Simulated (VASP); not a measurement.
Crystal: Pd.

```
Pd
1.0
     0.00000    1.95865    1.95865
     1.95865    0.00000    1.95865
     1.95865    1.95865    0.00000
Pd
1
Direct
  0.00000 0.00000 0.00000
```

- Program: VASP 6.6.1
- Task: relaxation of cell and atoms
- Functional: PBE
- Potentials or basis: VASP PAW PBE potentials, release 64 (Pd)
- Cutoff: 600 eV
- k mesh: 18 × 18 × 18
- Occupations: gaussian, width 0.1 eV
- Spin: no spin polarisation

At the start: pressure 2.9 GPa; volume 15.03 Å³/atom.

Task: Where does the relaxation end?

Result: Over 5 steps the energy falls by 2.4 meV/atom and the volume is 15.28 Å³/atom (+1.7 %); space group Fm-3m (No. 225, to 0.05 Å).

The path:
| step | energy change (eV) | largest force (eV/Å) | pressure (GPa) | volume (Å³) |
| --- | --- | --- | --- | --- |
| 1 | 0.0000 | 0.0000 | 2.89 | 15.03 |
| 2 | 0.0015 | 0.0000 | -3.52 | 15.63 |
| 3 | -0.0024 | 0.0000 | -0.12 | 15.29 |
| 4 | -0.0023 | 0.0000 | 0.11 | 15.28 |
| 5 | -0.0024 | 0.0000 | 0.03 | 15.28 |

Final structure:
```
Pd
1.0
     0.00000    1.96960    1.96960
     1.96960    0.00000    1.96960
     1.96960    1.96960    0.00000
Pd
1
Direct
  0.00000 0.00000 0.00000
```
